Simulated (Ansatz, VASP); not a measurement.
## B4As3N in VASP and in Ansatz

```xyz
8
Lattice="-2.2610 2.2610 4.4493 2.2610 -2.2610 4.4493 2.2610 2.2610 -4.4493" Properties=species:S:1:pos:R:3 pbc="T T T"
N     0.0000    0.0000    0.0000
B     1.3430    1.3430    3.4595
B    -1.3430    1.3430    5.4390
B     0.9180    0.9180   -0.9897
B     1.3430   -1.3430    5.4390
As    2.2610    0.0000    2.2246
As    0.0000    0.0000    4.4493
As    0.0000    2.2610    2.2246
```

Alike in both runs: task single point; functional r2SCAN; k mesh 8 × 8 × 8; no spin polarisation.

|  | VASP | Ansatz |
| --- | --- | --- |
| version | VASP 6.6.1 | Ansatz 0.2.0 |
| potentials or method | VASP PAW PBE potentials, release 64 (N, B, As) | plane waves, PAW |
| plane-wave cutoff (eV) | 520 | 500 |
| occupations | gaussian, width 0.01 eV | fixed |
| valence electrons in the cell | 32 | 62 |

|  | VASP | Ansatz | Ansatz less VASP |
| --- | --- | --- | --- |
| gap on the k mesh at the Fermi level (eV) | 1.52 | 1.53 | +0.005 |
| pressure (GPa) | 0.4 | 0.0 | -0.40 |
| rms of the force components (eV/Å) | 0.004 | 0.002 | -0.0024 |

VASP's potentials were made for PBE, not for r2SCAN. VASP's potentials hold 32 valence electrons a cell and Ansatz's 62, so a difference there can come from the potentials and not from the codes.
